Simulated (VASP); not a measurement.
# SiGe4 (Cmmm) in VASP: notebook

SiGe4 is run at these levels: PBE; tasks: single point, relaxation of cell and atoms.

Everything below comes from runs of VASP 6.6.1. Logs are shortened: lines on timing, memory, paths and dates and some standing lists are left out, and cuts for length are marked.

### 1 The cell of the first run

It takes space group Cmmm (No. 65, orthorhombic). Conventional cell: a = 4.883 Å, b = 9.543 Å, c = 5.562 Å, α = 90.00°, β = 90.00°, γ = 90.00°. Within 3.6 Å of Si (site symmetry mmm) lie 10 Ge at 2.76 to 3.16 Å. Within 3.3 Å of Ge (site symmetry mm2) lie 4 Ge at 2.50 to 3.06 Å and 2 Si at 2.88 Å. Ge (site symmetry m2m) has 4 Ge at 2.52 to 2.56 Å and 3 Si at 2.76 to 3.16 Å within 3.3 Å.

### 2 Single point, PBE

Contents of INCAR:

```
PREC = Accurate
ENCUT = 520
EDIFF = 1E-6
ISMEAR = 0
SIGMA = 0.1
LREAL = False
LASPH = True
NELM = 100
ALGO = Normal
ISIF = 2
LWAVE = False
LCHARG = True
GGA = PE
LELF = True
LVHAR = True
NBANDS = 38
```

Contents of KPOINTS:

```
Automatic mesh
0
Gamma
  10 10 8
```

Contents of POSCAR:

```
SiGe4
1.0
    2.4412648415     -4.7717117189      0.0000000000
    2.4412648415      4.7717117189      0.0000000000
    0.0000000000      0.0000000000      5.5618649964
Si Ge
1 4
Direct
    0.0000000000      0.0000000000      0.0000000000
    0.5000000000      0.5000000000      0.7247843818
    0.5000000000      0.5000000000      0.2752156182
    0.7103385381      0.2896614619      0.0000000000
    0.2896614619      0.7103385381      0.0000000000
```

Potentials or basis: VASP PAW PBE potentials, release 64 (Si, Ge_d).

Started as:

```console
$ cat potpaw_PBE.64/Si/POTCAR potpaw_PBE.64/Ge_d/POTCAR > POTCAR
$ mpirun -np 1 vasp_std > vasp.out
```

OUTCAR:

```text
PREC = Accurate
   ENCUT = 520
   EDIFF = 1E-6
   ISMEAR = 0
   LREAL = False
   LASPH = True
   NELM = 100
   ISIF = 2
   GGA = PE

 ion  position               nearest neighbor table
   1  0.000  0.000  0.000-   4 2.76   5 2.76   2 2.88   3 2.88   2 2.88   3 2.88
   2  0.500  0.500  0.725-   3 2.50   4 2.52   5 2.52   1 2.88   1 2.88
   3  0.500  0.500  0.275-   2 2.50   4 2.52   5 2.52   1 2.88   1 2.88
   4  0.710  0.290  0.000-   2 2.52   3 2.52   5 2.56   5 2.56   1 2.76
   5  0.290  0.710  0.000-   2 2.52   3 2.52   4 2.56   4 2.56   1 2.76

  LATTYP: Found a base centered orthorhombic cell.
 ALAT       =     4.8825296830
 B/A-ratio  =     1.9546063327
 C/A-ratio  =     1.1391359311

  Lattice vectors:

 A1 = (   2.4412648415,  -4.7717117189,   0.0000000000)
 A2 = (   2.4412648415,   4.7717117189,   0.0000000000)
 A3 = (   0.0000000000,   0.0000000000,   5.5618649964)

Analysis of symmetry for initial positions (statically):
=====================================================================
 Subroutine PRICEL returns:
 Original cell was already a primitive cell.

 Routine SETGRP: Setting up the symmetry group for a
 base centered orthorhombic supercell.

 Subroutine GETGRP returns: Found  8 space group operations
 (whereof  8 operations were pure point group operations)
 out of a pool of  8 trial point group operations.

The static configuration has the point symmetry D_2h.

Analysis of symmetry for dynamics (positions and initial velocities):
=====================================================================
 Subroutine PRICEL returns:
 Original cell was already a primitive cell.

 Routine SETGRP: Setting up the symmetry group for a
 base centered orthorhombic supercell.

 Subroutine GETGRP returns: Found  8 space group operations
 (whereof  8 operations were pure point group operations)
 out of a pool of  8 trial point group operations.

The dynamic configuration has the point symmetry D_2h.

 Subroutine INISYM returns: Found  8 space group operations
 (whereof  8 operations are pure point group operations),
 and found     1 'primitive' translations

----------------------------------------------------------------------------------------

                                     Primitive cell

  volume of cell :     129.5805

  direct lattice vectors                    reciprocal lattice vectors
     2.441264841 -4.771711719  0.000000000     0.204811863 -0.104784201  0.000000000
     2.441264841  4.771711719  0.000000000     0.204811863  0.104784201  0.000000000
     0.000000000  0.000000000  5.561864996     0.000000000  0.000000000  0.179795806

  length of vectors
     5.359944660  5.359944660  5.561864996     0.230060053  0.230060053  0.179795806

  position of ions in fractional coordinates (direct lattice)
     0.000000000  0.000000000  0.000000000
     0.500000000  0.500000000  0.724784382
     0.500000000  0.500000000  0.275215618
     0.710338538  0.289661462  0.000000000
     0.289661462  0.710338538  0.000000000

  ion indices of the primitive-cell ions
   primitive index   ion index
                 1           1
                 2           2
                 3           3
                 4           4
                 5           5

----------------------------------------------------------------------------------------

 KPOINTS: Automatic mesh

Automatic generation of k-mesh.
 Grid dimensions read from file:
 generate k-points for:   10   10    8

 Generating k-lattice:

  Cartesian coordinates                     Fractional coordinates (reciprocal lattice)
     0.020481186 -0.010478420  0.000000000     0.100000000  0.000000000  0.000000000
     0.020481186  0.010478420  0.000000000     0.000000000  0.100000000  0.000000000
     0.000000000  0.000000000  0.022474476     0.000000000  0.000000000  0.125000000

  Length of vectors
     0.023006005  0.023006005  0.022474476

  Shift w.r.t. Gamma in fractional coordinates (k-lattice)
     0.000000000  0.000000000  0.000000000

 Subroutine IBZKPT returns following result:
 ===========================================

 Found    155 irreducible k-points:

 Following reciprocal coordinates:
            Coordinates               Weight
  0.000000  0.000000  0.000000      1.000000
  0.100000 -0.000000  0.000000      4.000000
  0.200000 -0.000000  0.000000      4.000000
  0.300000 -0.000000  0.000000      4.000000
  0.400000 -0.000000  0.000000      4.000000
  0.500000 -0.000000  0.000000      2.000000
[... 16 lines left out ...]
  0.300000  0.300000  0.000000      2.000000
  0.400000  0.300000  0.000000      4.000000
 [... further k-points ...]
   k-points           NKPTS =    155   k-points in BZ     NKDIM =    155   number of bands    NBANDS=     38
   number of dos      NEDOS =    301   number of ions     NIONS =      5
   total plane-waves  NPLWV =  67200
   dimension x,y,z NGX =    40 NGY =   40 NGZ =   42
   dimension x,y,z NGXF=    80 NGYF=   80 NGZF=   84
   ions per type =               1   4
   NGX,Y,Z   is equivalent  to a cutoff of  12.41, 12.41, 12.55 a.u.
   NGXF,Y,Z  is equivalent  to a cutoff of  24.81, 24.81, 25.11 a.u.
 SYSTEM =  unknown system
   PREC   = accura    normal or accurate (medium, high low for compatibility)
   ISTART =      0    job   : 0-new  1-cont  2-samecut
   ICHARG =      2    charge: 1-file 2-atom 10-const
   ISPIN  =      1    spin polarized calculation?
   LNONCOLLINEAR =      F non collinear calculations
   LSORBIT =      F    spin-orbit coupling
   LASPH  =      T    aspherical Exc in radial PAW
   ENCUT  =  520.0 eV  38.22 Ry    6.18 a.u.   9.97  9.97 10.34*2*pi/ulx,y,z
   NELM   =    100;   NELMIN=  2; NELMDL= -5     # of ELM steps
   EDIFF  = 0.1E-05   stopping-criterion for ELM
   LREAL  =      F    real-space projection
   EDIFFG = 0.1E-04   stopping-criterion for IOM
   NSW    =      0    number of steps for IOM
   IBRION =     -1    ionic relax: 0-MD 1-quasi-New 2-CG
   NFREE  =      0    steps in history (QN), initial steepest desc. (CG)
   ISIF   =      2    stress and relaxation
   ISYM   =      2    0-nonsym 1-usesym 2-fastsym
   POTIM  = 0.5000    time-step for ionic-motion
   TEBEG  =    0.0;   TEEND  =   0.0 temperature during run
   PSTRESS=    0.0 pullay stress
   NELECT =      60.0000    total number of electrons
   NUPDOWN=      -1.0000    fix difference up-down
   EMIN   =  10.00;   EMAX   =-10.00  energy-range for DOS
   EFERMI =   0.00;   METHOD = LEGACY
   ISMEAR =     0;   SIGMA  =   0.10  broadening in eV -4-tet -1-fermi 0-gaus
   EFERMI_NEDOS =   21; number of points for ismear=-14 and -15
   IALGO  =     38    algorithm
   IMIX   =      4    mixing-type and parameters
     AMIX     =   0.40;   BMIX     =  1.00
     AMIX_MAG =   1.60;   BMIX_MAG =  1.00
  volume/ion in A,a.u.               =      25.92       174.89
  Fermi-wavevector in a.u.,A,eV,Ry     =   1.266520  2.393376 21.824739  1.604073
  Thomas-Fermi vector in A             =   2.399716
   LORBIT       =      0    0 simple, 1 ext, 2 COOP (PROOUT), +10 PAW based schemes
   GGA     = PE    functional components
   LHFCALC =     F    Hartree Fock is set to
   AEXX    =    0.0000 exact exchange contribution
   IVDW    =     0    specifies the selected vdW correction
   LEPSILON=     F    determine dielectric tensor
   LRPA    =     F    only Hartree local field effects (RPA)
 non-spin polarized calculation
 Gauss-broadening in eV      SIGMA  =   0.10
  energy-cutoff  :      520.00
  volume of cell :      129.58
 maximum number of plane-waves:      3520
   NGX = 19   NGY = 19   NGZ = 21

 number of electron      60.0000006 magnetization

 Free energy of the ion-electron system (eV)
  ---------------------------------------------------
  ext. energy  EPLUGINS =         0.00000000
  ---------------------------------------------------
  free energy    TOTEN  =       -21.15277180 eV

  energy without entropy =      -21.14426175  energy(sigma->0) =      -21.14851677

 E-fermi :   3.8387     XC(G=0):  -8.9388

 val. band max:        3.8360362720   @ k =   0.4000   0.2000   0.2500
 cond. band min:       3.8440005443   @ k =   0.3000   0.1000   0.0000
 fundamental gap:      0.0079642723
 Fermi energy:         3.8386862034

 k-point     1 :       0.0000    0.0000    0.0000
  band No.  band energies     occupation
      1     -21.0945      2.00000
      2     -21.0183      2.00000
      3     -21.0137      2.00000
      4     -21.0109      2.00000
      5     -20.9940      2.00000
      6     -20.9886      2.00000
[... 30 lines left out ...]
     37       8.7748      0.00000
     38      10.3409      0.00000

 k-point     2 :       0.1000   -0.0000    0.0000
  band No.  band energies     occupation
      1     -21.0943      2.00000
      2     -21.0208      2.00000
      3     -21.0114      2.00000
      4     -21.0084      2.00000
      5     -20.9944      2.00000
      6     -20.9923      2.00000
[... 30 lines left out ...]
     37       8.5183      0.00000
     38      10.0805      0.00000

 k-point     3 :       0.2000   -0.0000    0.0000
  band No.  band energies     occupation
      1     -21.0929      2.00000
      2     -21.0222      2.00000
      3     -21.0124      2.00000
      4     -21.0033      2.00000
      5     -21.0001      2.00000
      6     -20.9939      2.00000
[... 30 lines left out ...]
     37       8.6718      0.00000
     38       8.7082      0.00000

 k-point     4 :       0.3000   -0.0000    0.0000
  band No.  band energies     occupation
      1     -21.0881      2.00000
      2     -21.0234      2.00000
      3     -21.0220      2.00000
      4     -21.0100      2.00000
      5     -20.9996      2.00000
      6     -20.9832      2.00000
[... 30 lines left out ...]
     37       8.6784      0.00000
     38       8.8417      0.00000
[... 703 lines left out ...]
      4     -21.0109      2.00000
      5     -20.9950      2.00000
      6     -20.9846      2.00000
[... 30 lines left out ...]
     37       8.6649      0.00000
     38       9.7267      0.00000

 k-point    23 :       0.3000    0.3000    0.0000
  band No.  band energies     occupation
      1     -21.0816      2.00000
      2     -21.0402      2.00000
      3     -21.0187      2.00000
      4     -21.0059      2.00000
      5     -21.0040      2.00000
      6     -20.9697      2.00000
[... 30 lines left out ...]
     37       8.5924      0.00000
     38       9.2602      0.00000

 k-point    24 :       0.4000    0.3000    0.0000
  band No.  band energies     occupation
      1     -21.0918      2.00000
      2     -21.0222      2.00000
      3     -21.0170      2.00000
      4     -21.0059      2.00000
      5     -20.9978      2.00000
      6     -20.9768      2.00000
[... 30 lines left out ...]
     37       8.4429      0.00000
     38       8.9367      0.00000

 [... further k-points ...]
[... 5 lines left out ...]
  --------------------------------------------------------------------------------------
  -------------------------------------------------------------------------------------
  Total        0.0418304      0.0313822      0.0205480     -0.0000000      0.0000000      0.0000000
  in kB        0.5172055      0.3880202      0.2540628     -0.0000000      0.0000000      0.0000000
  external PRESSURE =       0.3864295 kB  Pullay stress =       0.0000000 kB

 VOLUME and BASIS-vectors are now :
 -----------------------------------------------------------------------------
  energy-cutoff  :      520.00
  volume of cell :      129.58
      direct lattice vectors                 reciprocal lattice vectors
     2.441264841 -4.771711719  0.000000000     0.204811863 -0.104784201  0.000000000
     2.441264841  4.771711719  0.000000000     0.204811863  0.104784201  0.000000000
     0.000000000  0.000000000  5.561864996     0.000000000  0.000000000  0.179795806

 POSITION                                       TOTAL-FORCE (eV/Angst)
 -----------------------------------------------------------------------------------
      0.00000      0.00000      0.00000         0.000000      0.000000     -0.000000
      2.44126      0.00000      4.03115        -0.000000      0.000000     -0.005448
      2.44126      0.00000      1.53071         0.000000      0.000000      0.005448
      2.44126     -2.00735      0.00000         0.000000     -0.002528     -0.000000
      2.44126      2.00735      0.00000         0.000000      0.002528     -0.000000
 -----------------------------------------------------------------------------------
    total drift:                                0.000000      0.000000      0.000000

  FREE ENERGIE OF THE ION-ELECTRON SYSTEM (eV)
  ---------------------------------------------------
  free  energy   TOTEN  =       -21.1527718013 eV

  energy  without entropy=      -21.1442617484  energy(sigma->0) =      -21.14851677
```

It took 5 min on 1 thread of Intel Xeon 6975P-C (Granite Rapids), shared host; peak memory 0.64 GiB.

What came out:

```
Free energy            : -21.1528 eV
Pressure               : 0.0 GPa
Largest force          : 0.005 eV/Å
Band gap on the k mesh : zero (band 30 reaches 4.94 eV, above the bottom of band 31 at 2.85 eV)
```

Forces in eV/Å, atoms in the order of the input:
```
Si   0.000  0.000  0.000
Ge   0.000  0.000 -0.005
Ge   0.000  0.000  0.005
Ge   0.000 -0.003  0.000
Ge   0.000  0.003  0.000
```

Levels at points of the mesh, in eV from the Fermi level:
| k point | band 28 | band 29 | band 30 | band 31 | band 32 | band 33 |
| --- | --- | --- | --- | --- | --- | --- |
| (0.00, 0.00, 0.00) | -3.54 | -3.45 | -0.71 | 0.36 | 1.29 | 1.40 |
| (0.50, 0.00, 0.00) | -1.55 | -1.19 | 0.18 | 0.34 | 1.11 | 2.32 |
| (0.50, 0.50, 0.00) | -1.48 | -0.44 | 0.04 | 0.54 | 1.01 | 1.24 |
| (0.00, 0.00, 0.50) | -3.09 | -2.11 | -1.87 | -0.45 | 0.86 | 0.89 |
| (0.50, 0.00, 0.50) | -1.07 | -1.07 | -0.53 | 1.10 | 1.40 | 2.02 |
| (0.50, 0.50, 0.50) | -0.88 | -0.84 | -0.70 | 0.01 | 0.30 | 1.34 |

(Part 1 of 3 ends here.)
